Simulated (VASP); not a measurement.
A run of VASP 6.6.1:

The input INCAR:

```
SYSTEM = CuI
  PREC = Accurate
  ENCUT = 600
  EDIFF = 1E-7
  ISMEAR = -1
  SIGMA = 0.02
  LREAL = .FALSE.
  LASPH = .TRUE.
  NELM = 100
  ALGO = Normal
  ISIF = 3
  LWAVE = .FALSE.
  LCHARG = .FALSE.
  GGA = PS
  IBRION = 2
  NSW = 80
  EDIFFG = -0.005
```

The input KPOINTS:

```
regular mesh
0
G
  6 6 6
  0 0 0
```

The input POSCAR:

```
CuI
1.0
    0.0000000000      3.0404536445      3.0404536445
    3.0404536445      0.0000000000      3.0404536445
    3.0404536445      3.0404536445      0.0000000000
Cu I
1 1
Direct
    0.0000000000      0.0000000000      0.0000000000
    0.2500000000      0.2500000000      0.2500000000
```

Potentials or basis: VASP PAW PBE potentials, release 64 (Cu, I).

Run with:

```bash
$ cat potpaw_PBE.64/Cu/POTCAR potpaw_PBE.64/I/POTCAR > POTCAR
$ mpirun -np 1 vasp_std > vasp.out
```

Hardware: 1 thread of Intel Xeon 6975P-C, with other jobs on the host.

Estimate the wall time of this run.

Wall time 51 s on 1 thread of Intel Xeon 6975P-C (shared host), peak memory 0.21 GiB. Counts: scf iterations 46, k points 16, ion steps 4.
